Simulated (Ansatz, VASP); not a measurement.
## Ti3SiO8 in VASP and in Ansatz

File INCAR:

```
SYSTEM = Ti3SiO8
PREC = Accurate ; ENCUT = 520
EDIFF = 1E-6 ; ISMEAR = -1
SIGMA = 0.02 ; LREAL = .False.
LASPH = .True. ; NELM = 80
ALGO = Normal ; ISIF = 2
LWAVE = .False. ; LCHARG = .False.
GGA = PE ; NBANDS = 56
```

File KPOINTS:

```
Automatic mesh
0
Gamma
  6 6 4
  0 0 0
```

File POSCAR:

```
Ti3SiO8
1.0
    3.1787470121     -3.1702594623      0.0000000000
    3.1787470121      3.1702594623      0.0000000000
    0.0000000000      0.0000000000      5.7867068824
Ti O Si
3 8 1
Direct
    0.5000000000      0.5000000000      0.0000000000
    0.0000000000      0.0000000000      0.7440079245
    0.0000000000      0.0000000000      0.2559920755
    0.1950829003      0.1950829003      0.0000000000
    0.8049170997      0.8049170997      0.0000000000
    0.6878077323      0.3121922677      0.7295638990
    0.3121922677      0.6878077323      0.7295638990
    0.2095489366      0.2095489366      0.5000000000
    0.7904510634      0.7904510634      0.5000000000
    0.6878077323      0.3121922677      0.2704361010
    0.3121922677      0.6878077323      0.2704361010
    0.5000000000      0.5000000000      0.5000000000
```

Input for Ansatz:

```yaml
crystal:
  lattice:
    - [3.1787470121, -3.1702594623, 0.0]
    - [3.1787470121, 3.1702594623, 0.0]
    - [0.0, 0.0, 5.7867068824]
  atoms:
    - { symbol: Ti, position: [0.5, 0.5, 0.0] }
    - { symbol: Ti, position: [0.0, 0.0, 0.7440079245] }
    - { symbol: O, position: [0.1950829003, 0.1950829003, 0.0] }
    - { symbol: O, position: [0.8049170997, 0.8049170997, 0.0] }
    - { symbol: O, position: [0.6878077323, 0.3121922677, 0.729563899] }
    - { symbol: O, position: [0.3121922677, 0.6878077323, 0.729563899] }
    - { symbol: Si, position: [0.5, 0.5, 0.5] }
    - { symbol: Ti, position: [0.0, 0.0, 0.2559920755] }
    - { symbol: O, position: [0.2095489366, 0.2095489366, 0.5] }
    - { symbol: O, position: [0.7904510634, 0.7904510634, 0.5] }
    - { symbol: O, position: [0.6878077323, 0.3121922677, 0.270436101] }
    - { symbol: O, position: [0.3121922677, 0.6878077323, 0.270436101] }
kpoints:
  mp_grid: { grid: [6, 6, 4] }
  band_path:
    path:
      - [[0.0, 0.0, 0.0], [0.5, 0.5, 0.0], [0.5013332640955, 0.4986667359045, 0.0]]
      - [[0.4986667359045, -0.4986667359045, 0.0], [0.0, 0.0, 0.0], [0.0, 0.0, 0.5], [0.4986667359045, -0.4986667359045, 0.5]]
      - [[0.5013332640955, 0.4986667359045, 0.5], [0.5, 0.5, 0.5], [0.5, 0.5, 0.0]]
      - [[0.0, 0.0, 0.0], [0.5, 1.588176594891e-17, 0.0], [0.5, 1.588176594891e-17, 0.5], [0.0, 0.0, 0.5], [0.5, 0.5, 0.5]]
    npoints: 10
hamiltonian:
  xc: pbe
scf:
  occupations: { method: fermi_dirac, width: 0.02 }
  n_extra_bands: 7
output:
  forces: true
  stress: true
  eigenvalues: true
  write_density: true
  write_potential: true
  elf: true
  volumetric_format: npy
```

Alike in both runs: task single point; functional PBE; k mesh 6 × 6 × 4; occupations fermi-dirac, width 0.02 eV; no spin polarisation.

```csv
,VASP,Ansatz
version,VASP 6.6.1,Ansatz 0.2.0
potentials or method,"VASP PAW PBE potentials, release 64 (Ti_sv, O, Si)","plane waves, PAW"
plane-wave cutoff (eV),520,420
valence electrons in the cell,88,88
```

|  | VASP | Ansatz | Ansatz less VASP |
| --- | --- | --- | --- |
| gap on the k mesh at the Fermi level (eV) | 1.58 | 1.61 | +0.025 |
| pressure (GPa) | 6.7 | 6.1 | -0.59 |
| rms of the force components (eV/Å) | 0.043 | 0.041 | -0.0024 |
